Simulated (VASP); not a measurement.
# Ag (Im-3m) in VASP: single point with PBE

Aim: the single point of Ag with PBE.

Program: VASP 6.6.1. These are calculated values, not measurements. Logs are shortened: lines on timing, memory, paths and dates and some standing lists are left out, and cuts for length are marked.

## Step 1: The cell of the first run

It takes space group Im-3m (No. 229, cubic). The conventional cell has a = 3.303 Å, b = 3.303 Å, c = 3.303 Å, α = 90.00°, β = 90.00°, γ = 90.00°. Ag (site symmetry m-3m) has 14 Ag at 2.86 to 3.30 Å within 3.8 Å.

This isn't the form of Ag at room conditions, which is fcc.

## Step 2: Single point, PBE

The input, INCAR:

```
  ALGO = Fast
  EDIFF = 1E-6
  ENCUT = 520
  GGA = PE
  ISIF = 2
  ISMEAR = -1
  ISYM = 0
  LASPH = T
  LCHARG = T
  LELF = T
  LREAL = Auto
  LVHAR = T
  LWAVE = F
  NBANDS = 198
  NELM = 80
  PREC = Accurate
  SIGMA = 0.05
```

The input, KPOINTS:

```
Automatic mesh
0
Gamma
  2 2 2
  0.5 0.5 0.5
```

The input, POSCAR:

```
Ag
1.0
   -6.6063968738      6.6063968738      0.0000000000
   -6.6063968738      0.0000000000      6.6063968738
    0.0000000000      6.6063968738      6.6063968738
Ag
32
Direct
    0.0000000000      0.0000000000      0.0000000000
    0.5000000000      0.0000000000      0.0000000000
    0.0000000000      0.5000000000      0.0000000000
    0.1250000000      0.1250000000      0.1250000000
    0.5000000000      0.5000000000      0.0000000000
    0.6250000000      0.1250000000      0.1250000000
    0.1250000000      0.6250000000      0.1250000000
    0.2500000000      0.2500000000      0.2500000000
    1.0000000000      0.0000000000      0.5000000000
    0.6250000000      0.6250000000      0.1250000000
    0.7500000000      0.2500000000      0.2500000000
    0.2500000000      0.7500000000      0.2500000000
    0.3750000000      0.3750000000      0.3750000000
    0.5000000000      0.0000000000      0.5000000000
    0.0000000000      0.5000000000      0.5000000000
    0.1250000000      0.1250000000      0.6250000000
    0.7500000000      0.7500000000      0.2500000000
    0.8750000000      0.3750000000      0.3750000000
    0.3750000000      0.8750000000      0.3750000000
    0.5000000000      0.5000000000      0.5000000000
    0.6250000000      0.1250000000      0.6250000000
    0.1250000000      0.6250000000      0.6250000000
    0.2500000000      0.2500000000      0.7500000000
    0.8750000000      0.8750000000      0.3750000000
    0.6250000000      0.6250000000      0.6250000000
    0.7500000000      0.2500000000      0.7500000000
    0.2500000000      0.7500000000      0.7500000000
    0.3750000000      0.3750000000      0.8750000000
    0.7500000000      0.7500000000      0.7500000000
    0.8750000000      0.3750000000      0.8750000000
    0.3750000000      0.8750000000      0.8750000000
    0.8750000000      0.8750000000      0.8750000000
```

Potentials or basis: VASP PAW PBE potentials, release 64 (Ag).

Command:

```
$ cat potpaw_PBE.64/Ag/POTCAR > POTCAR
$ mpirun -np 1 vasp_std > vasp.out
```

OUTCAR:

```text
EDIFF = 1E-6
   ENCUT = 520
   GGA = PE
   ISIF = 2
   ISMEAR = -1
   ISYM = 0
   LASPH = T
   LREAL = Auto
   NELM = 80
   PREC = Accurate

 ion  position               nearest neighbor table
   1  0.000  0.000  0.000-   6 2.86   7 2.86  16 2.86  24 2.86  30 2.86  31 2.86   4 2.86  32 2.86
                            12 3.30  26 3.30  27 3.30  11 3.30  17 3.30  23 3.30
   2  0.500  0.000  0.000-   4 2.86  10 2.86  19 2.86  21 2.86  28 2.86  32 2.86  31 2.86   6 2.86
                            23 3.30  26 3.30  17 3.30  29 3.30   8 3.30  12 3.30
   3  0.000  0.500  0.000-   4 2.86  10 2.86  18 2.86  22 2.86  28 2.86  32 2.86  30 2.86   7 2.86
                            23 3.30  27 3.30  17 3.30  29 3.30   8 3.30  11 3.30
   4  0.125  0.125  0.125-   2 2.86   3 2.86   9 2.86  11 2.86  12 2.86  23 2.86   1 2.86   8 2.86
                            19 3.30  18 3.30  24 3.30  28 3.30  30 3.30  31 3.30
   5  0.500  0.500  0.000-   6 2.86   7 2.86  13 2.86  25 2.86  30 2.86  31 2.86  10 2.86  28 2.86
                            26 3.30  27 3.30  12 3.30  29 3.30   8 3.30  11 3.30
   6  0.625  0.125  0.125-   1 2.86   5 2.86   8 2.86  14 2.86  17 2.86  26 2.86  11 2.86   2 2.86
                            19 3.30  24 3.30  13 3.30  28 3.30  30 3.30  32 3.30
   7  0.125  0.625  0.125-   1 2.86   5 2.86   8 2.86  15 2.86  17 2.86  27 2.86  12 2.86   3 2.86
                            18 3.30  24 3.30  13 3.30  28 3.30  31 3.30  32 3.30
   8  0.250  0.250  0.250-   6 2.86   7 2.86  16 2.86  18 2.86  19 2.86  28 2.86   4 2.86  13 2.86
                            14 3.30  15 3.30   3 3.30   2 3.30   9 3.30   5 3.30
   9  0.000  0.000  0.500-   4 2.86  18 2.86  19 2.86  21 2.86  22 2.86  32 2.86  24 2.86  16 2.86
                            11 3.30  12 3.30  26 3.30  27 3.30  29 3.30   8 3.30
  10  0.625  0.625  0.125-   2 2.86   3 2.86  11 2.86  12 2.86  20 2.86  29 2.86   5 2.86  17 2.86
                            19 3.30  13 3.30  18 3.30  30 3.30  31 3.30  32 3.30
  11  0.750  0.250  0.250-   4 2.86  10 2.86  13 2.86  21 2.86  24 2.86  30 2.86  18 2.86   6 2.86
                            14 3.30   3 3.30  20 3.30   9 3.30   1 3.30   5 3.30
[... 25 lines left out ...]
                             6 3.30   7 3.30  21 3.30  22 3.30  25 3.30   4 3.30
  25  0.625  0.625  0.625-   5 2.86  14 2.86  15 2.86  17 2.86  26 2.86  27 2.86  20 2.86  29 2.86
                            19 3.30  18 3.30  28 3.30  24 3.30  30 3.30  31 3.30
  26  0.750  0.250  0.750-   6 2.86  16 2.86  18 2.86  25 2.86  28 2.86  32 2.86  30 2.86  21 2.86
                            20 3.30   1 3.30   9 3.30  15 3.30   2 3.30   5 3.30
  27  0.250  0.750  0.750-   7 2.86  16 2.86  19 2.86  25 2.86  28 2.86  32 2.86  31 2.86  22 2.86
                            20 3.30   1 3.30   9 3.30  14 3.30   3 3.30   5 3.30
  28  0.375  0.375  0.875-   2 2.86   3 2.86   8 2.86  20 2.86  26 2.86  27 2.86   5 2.86  23 2.86
                            21 3.30  22 3.30   7 3.30  25 3.30   4 3.30   6 3.30
  29  0.750  0.750  0.750-  10 2.86  21 2.86  22 2.86  24 2.86  30 2.86  31 2.86  25 2.86  32 2.86
                             5 3.30   9 3.30   2 3.30  14 3.30  15 3.30   3 3.30
  30  0.875  0.375  0.875-   1 2.86   5 2.86  11 2.86  15 2.86  23 2.86  29 2.86  26 2.86   3 2.86
                            16 3.30  22 3.30  10 3.30  25 3.30   4 3.30   6 3.30
  31  0.375  0.875  0.875-   1 2.86   5 2.86  12 2.86  14 2.86  23 2.86  29 2.86  27 2.86   2 2.86
                            16 3.30  21 3.30  10 3.30  25 3.30   4 3.30   7 3.30
  32  0.875  0.875  0.875-   2 2.86   3 2.86   9 2.86  17 2.86  26 2.86  27 2.86   1 2.86  29 2.86
                             7 3.30  21 3.30  22 3.30   6 3.30  10 3.30  16 3.30

IMPORTANT INFORMATION: All symmetrisations will be switched off!
NOSYMM: (Re-)initialisation of all symmetry stuff for point group C_1.

----------------------------------------------------------------------------------------

                                     Primitive cell

  volume of cell :     576.6655

  direct lattice vectors                    reciprocal lattice vectors
    -6.606396874  6.606396874  0.000000000    -0.075684221  0.075684221 -0.075684221
    -6.606396874  0.000000000  6.606396874    -0.075684221 -0.075684221  0.075684221
     0.000000000  6.606396874  6.606396874     0.075684221  0.075684221  0.075684221

  length of vectors
     9.342856057  9.342856057  9.342856057     0.131088916  0.131088916  0.131088916

  position of ions in fractional coordinates (direct lattice)
     0.000000000  0.000000000  0.000000000
     0.500000000  0.000000000  0.000000000
     0.000000000  0.500000000  0.000000000
     0.125000000  0.125000000  0.125000000
     0.500000000  0.500000000  0.000000000
     0.625000000  0.125000000  0.125000000
[... 24 lines left out ...]
     0.375000000  0.875000000  0.875000000
     0.875000000  0.875000000  0.875000000

  ion indices of the primitive-cell ions
   primitive index   ion index
                 1           1
                 2           2
                 3           3
                 4           4
                 5           5
                 6           6
[... 24 lines left out ...]
                31          31
                32          32

----------------------------------------------------------------------------------------

 KPOINTS: Automatic mesh

Automatic generation of k-mesh.
 Grid dimensions read from file:
 generate k-points for:    2    2    2

 Generating k-lattice:

  Cartesian coordinates                     Fractional coordinates (reciprocal lattice)
    -0.037842110  0.037842110 -0.037842110     0.500000000  0.000000000  0.000000000
    -0.037842110 -0.037842110  0.037842110     0.000000000  0.500000000  0.000000000
     0.037842110  0.037842110  0.037842110     0.000000000  0.000000000  0.500000000

  Length of vectors
     0.065544458  0.065544458  0.065544458

  Shift w.r.t. Gamma in fractional coordinates (k-lattice)
     0.500000000  0.500000000  0.500000000

 Subroutine IBZKPT returns following result:
 ===========================================

 Found     16 irreducible k-points:

 Following reciprocal coordinates:
            Coordinates               Weight
  0.250000  0.250000  0.250000      2.000000
  0.250000  0.000000  0.000000      2.000000
  0.000000  0.000000 -0.250000      2.000000
  0.000000  0.250000  0.000000      2.000000
 -0.250000  0.250000  0.250000      2.000000
  0.250000 -0.250000  0.250000      2.000000
[... 8 lines left out ...]
  0.000000  0.250000  0.500000      2.000000
  0.500000  0.250000  0.000000      2.000000
   k-points           NKPTS =     16   k-points in BZ     NKDIM =     16   number of bands    NBANDS=    198
   number of dos      NEDOS =    301   number of ions     NIONS =     32
   total plane-waves  NPLWV = 343000
   dimension x,y,z NGX =    70 NGY =   70 NGZ =   70
   dimension x,y,z NGXF=   140 NGYF=  140 NGZF=  140
   ions per type =              32
   NGX,Y,Z   is equivalent  to a cutoff of  12.46, 12.46, 12.46 a.u.
   NGXF,Y,Z  is equivalent  to a cutoff of  24.91, 24.91, 24.91 a.u.
 SYSTEM =  unknown system
   PREC   = accura    normal or accurate (medium, high low for compatibility)
   ISTART =      0    job   : 0-new  1-cont  2-samecut
   ICHARG =      2    charge: 1-file 2-atom 10-const
   ISPIN  =      1    spin polarized calculation?
   LNONCOLLINEAR =      F non collinear calculations
   LSORBIT =      F    spin-orbit coupling
   LASPH  =      T    aspherical Exc in radial PAW
   ENCUT  =  520.0 eV  38.22 Ry    6.18 a.u.  17.37 17.37 17.37*2*pi/ulx,y,z
   NELM   =     80;   NELMIN=  2; NELMDL= -5     # of ELM steps
   EDIFF  = 0.1E-05   stopping-criterion for ELM
   LREAL  =      T    real-space projection
   EDIFFG = 0.1E-04   stopping-criterion for IOM
   NSW    =      0    number of steps for IOM
   IBRION =     -1    ionic relax: 0-MD 1-quasi-New 2-CG
   NFREE  =      0    steps in history (QN), initial steepest desc. (CG)
   ISIF   =      2    stress and relaxation
   ISYM   =      0    0-nonsym 1-usesym 2-fastsym
   POTIM  = 0.5000    time-step for ionic-motion
   TEBEG  =    0.0;   TEEND  =   0.0 temperature during run
   PSTRESS=    0.0 pullay stress
   NELECT =     352.0000    total number of electrons
   NUPDOWN=      -1.0000    fix difference up-down
   EMIN   =  10.00;   EMAX   =-10.00  energy-range for DOS
   EFERMI =   0.00;   METHOD = LEGACY
   ISMEAR =    -1;   SIGMA  =   0.05  broadening in eV -4-tet -1-fermi 0-gaus
   EFERMI_NEDOS =   21; number of points for ismear=-14 and -15
   IALGO  =     68    algorithm
   IMIX   =      4    mixing-type and parameters
     AMIX     =   0.40;   BMIX     =  1.00
     AMIX_MAG =   1.60;   BMIX_MAG =  1.00
  volume/ion in A,a.u.               =      18.02       121.61
  Fermi-wavevector in a.u.,A,eV,Ry     =   1.388719  2.624298 26.239388  1.928541
  Thomas-Fermi vector in A             =   2.512818
   LORBIT       =      0    0 simple, 1 ext, 2 COOP (PROOUT), +10 PAW based schemes
   GGA     = PE    functional components
   LHFCALC =     F    Hartree Fock is set to
   AEXX    =    0.0000 exact exchange contribution
   IVDW    =     0    specifies the selected vdW correction
   LEPSILON=     F    determine dielectric tensor
   LRPA    =     F    only Hartree local field effects (RPA)
 non-spin polarized calculation
 RMM-DIIS sequential band-by-band and
  energy-cutoff  :      520.00
  volume of cell :      576.67
 maximum number of plane-waves:     15553
 NGX is ok and might be reduce to    70
   NGX = 35   NGY = 35   NGZ = 35

 number of electron     351.9999955 magnetization

 Free energy of the ion-electron system (eV)
  ---------------------------------------------------
  ext. energy  EPLUGINS =         0.00000000
  ---------------------------------------------------
  free energy    TOTEN  =       -86.14244192 eV

  energy without entropy =      -86.06932028  energy(sigma->0) =      -86.10588110

 E-fermi :   7.9053     XC(G=0): -11.8809

 val. band max:        7.3330907533   @ k =   0.0000   0.2500   0.5000
 cond. band min:       7.9683239793   @ k =   0.0000   0.5000  -0.2500
 fundamental gap:      0.6352332259
 Fermi energy:         7.9053236966

 k-point     1 :       0.2500    0.2500    0.2500
  band No.  band energies     occupation
      1       0.5071      2.00000
      2       1.6886      2.00000
      3       1.6886      2.00000
      4       1.6886      2.00000
      5       1.7204      2.00000
      6       1.7204      2.00000
[... 3045 lines left out ...]
    187       9.7242      0.00000
    188       9.9746      0.00000
 [bands above 188 left out]

------------------------ aborting loop because EDIFF is reached ----------------------------------------

  FORCE on cell =-STRESS in cart. coord.  units (eV):
  Direction    XX          YY          ZZ          XY          YZ          ZX
  --------------------------------------------------------------------------------------
  -------------------------------------------------------------------------------------
  Total       -0.9513579     -0.9514141     -0.9513026     -0.0001948      0.0002548      0.0001015
  in kB       -2.6432030     -2.6433593     -2.6430493     -0.0005413      0.0007078      0.0002821
  external PRESSURE =      -2.6432039 kB  Pullay stress =       0.0000000 kB

 VOLUME and BASIS-vectors are now :
 -----------------------------------------------------------------------------
  energy-cutoff  :      520.00
  volume of cell :      576.67
      direct lattice vectors                 reciprocal lattice vectors
    -6.606396874  6.606396874  0.000000000    -0.075684221  0.075684221 -0.075684221
    -6.606396874  0.000000000  6.606396874    -0.075684221 -0.075684221  0.075684221
     0.000000000  6.606396874  6.606396874     0.075684221  0.075684221  0.075684221

 POSITION                                       TOTAL-FORCE (eV/Angst)
 -----------------------------------------------------------------------------------
      0.00000      0.00000      0.00000        -0.000001     -0.000000      0.000000
     -3.30320      3.30320      0.00000         0.000001      0.000001      0.000000
     -3.30320      0.00000      3.30320        -0.000001      0.000001      0.000001
     -1.65160      1.65160      1.65160        -0.000000      0.000000     -0.000001
     -6.60640      3.30320      3.30320         0.000001     -0.000000     -0.000001
     -4.95480      4.95480      1.65160         0.000001      0.000001      0.000001
[... 24 lines left out ...]
     -8.25800      8.25800     11.56119        -0.000001     -0.000000      0.000002
    -11.56119     11.56119     11.56119         0.000000     -0.000000     -0.000003
 -----------------------------------------------------------------------------------
    total drift:                                0.000000      0.000003      0.000004

  FREE ENERGIE OF THE ION-ELECTRON SYSTEM (eV)
  ---------------------------------------------------
  free  energy   TOTEN  =       -86.1424419236 eV

  energy  without entropy=      -86.0693202832  energy(sigma->0) =      -86.10588110
```

It took 73 min on 1 thread of Intel Xeon Platinum 8259CL at 2.50GHz (Skylake/Cascade Lake), shared host; peak memory 1.4 GiB.

Results:

| Item | Value |
| --- | --- |
| Free energy | -86.1424 eV |
| Pressure | -0.3 GPa |
| Band gap on the k mesh | zero (bands 176 and 177 overlap by 0.79 eV) |

Caveat: the k points lie up to 0.41 Å⁻¹ apart, too coarse for converged energies and pressures of a metal.

The gap in the log of VASP goes by the Fermi energy; the results here count the filled bands.